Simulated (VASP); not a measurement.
Input of a VASP 6.6.1 run:

File INCAR:

```
SYSTEM = BP
ALGO = Normal
EDIFF = 1E-6
EDIFFG = -0.01
ENCUT = 600
GGA = PS
IBRION = 2
ISIF = 3
ISMEAR = -1
LASPH = .TRUE.
LCHARG = .FALSE.
LREAL = .FALSE.
LWAVE = .FALSE.
NELM = 100
NSW = 100
PREC = Accurate
SIGMA = 0.03
```

Contents of KPOINTS:

```
k-points
0
G
  9 9 4
  0 0 0
```

POSCAR

```
BP
1.0
    2.8612495500      0.0000000000      0.0000000000
   -1.4306247750      2.4779147969      0.0000000000
    0.0000000000      0.0000000000      4.6638367665
B P
2 2
Direct
    0.0000000000      0.0000000000      0.0000000000
    0.0000000000      0.0000000000      0.5000000000
    0.3333333333      0.6666666667      0.2500000000
    0.6666666667      0.3333333333      0.7500000000
```

Potentials or basis: VASP PAW PBE potentials, release 64 (B, P).

The run is started by

```sh
$ cat potpaw_PBE.64/B/POTCAR potpaw_PBE.64/P/POTCAR > POTCAR
$ mpirun -np 1 vasp_std > vasp.out
```

(1) What does it give for the band gap on the k mesh?

(2) Estimate the relaxed volume.

(3) Predict the space group after relaxing (to 0.1 Å).

Results:

(1) zero (bands 8 and 9 overlap by 5.91 eV).

(2) 10.07 Å³/atom.

(3) P6_3/mmc (No. 194).

Caveat: the volume moved by over 15 % at a fixed basis, so the end points are rough; the PAW data sets were made with another functional, which shifts forces and pressure a little.
